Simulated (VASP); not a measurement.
Here is a VASP 6.6.1 calculation.

File INCAR:

```
SYSTEM = BaTe
  PREC = Accurate
  ENCUT = 520
  EDIFF = 1E-6
  ISMEAR = 0
  SIGMA = 0.01
  LREAL = .False.
  LASPH = .True.
  NELM = 60
  ALGO = Normal
  ISIF = 2
  LWAVE = .False.
  LCHARG = .False.
  GGA = PE
  NBANDS = 15
```

The input KPOINTS:

```
Automatic mesh
0
Gamma
  6 6 6
  0 0 0
```

File POSCAR:

```
BaTe
1.0
    0.0000000000      3.5323868409      3.5323868409
    3.5323868409      0.0000000000      3.5323868409
    3.5323868409      3.5323868409      0.0000000000
Ba Te
1 1
Direct
    0.0000000000      0.0000000000      0.0000000000
    0.5000000000      0.5000000000      0.5000000000
```

Potentials or basis: VASP PAW PBE potentials, release 64 (Ba_sv, Te).

The run is started by

```sh
$ cat potpaw_PBE.64/Ba_sv/POTCAR potpaw_PBE.64/Te/POTCAR > POTCAR
$ mpirun -np 1 vasp_std > vasp.out
```

Task: Predict the band gap on the k mesh.

Result: 1.58 eV, indirect (least direct gap 1.96 eV).

Task: What does it give for the pressure?

Result: 0.3 GPa.

Caveat: spin-orbit coupling is left out, which moves the levels of the heavy elements. A k mesh can miss the band edges.
